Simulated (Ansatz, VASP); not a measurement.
# BaTiO3 in VASP and in Ansatz

```
Ba Ti O
1.0
     3.99980   -0.04000   -0.04000
    -0.04000    3.99980   -0.04000
    -0.04018   -0.04018    4.01800
Ba Ti O
1 1 3
Direct
  0.00000 0.00000 0.00000
  0.50000 0.50000 0.48200
  0.50000 0.50000 0.01600
  0.50000 0.00000 0.51500
  0.00000 0.50000 0.51500
```

Change from the starting cell: equal xy, yz and zx shear strains of -2 %, PAW files.

Alike in both runs: task electric field gradients; functional PBE; k mesh 7 × 7 × 7; occupations fermi-dirac, width 0.08 eV; no spin polarisation.

```csv
,VASP,Ansatz
version,VASP 6.6.1,Ansatz 0.2.0
potentials or method,"VASP PAW PBE potentials, release 64 (Ba_sv, Ti_sv, O)","PAW with Ansatz's default frozen-core files, scalar-relativistic"
plane-wave cutoff (eV),520,420
valence electrons in the cell,40,40
```

```csv
,VASP,Ansatz,Ansatz less VASP
pressure (GPa),4.6,2.8,-1.79
"traceless stress, the component that is largest in VASP (GPa)",2.54,2.47,-0.070
rms of the force components (eV/Å),0.104,0.111,+0.0074
size of Vzz on the site where it differs most (V/Å²),24.5,22.5,-1.98
```

Atom by atom the forces differ by 0.019 eV/Å (rms over components). With one functional, cell and mesh, what is left measures potentials, basis and numerics.

Spin-orbit coupling is off throughout.
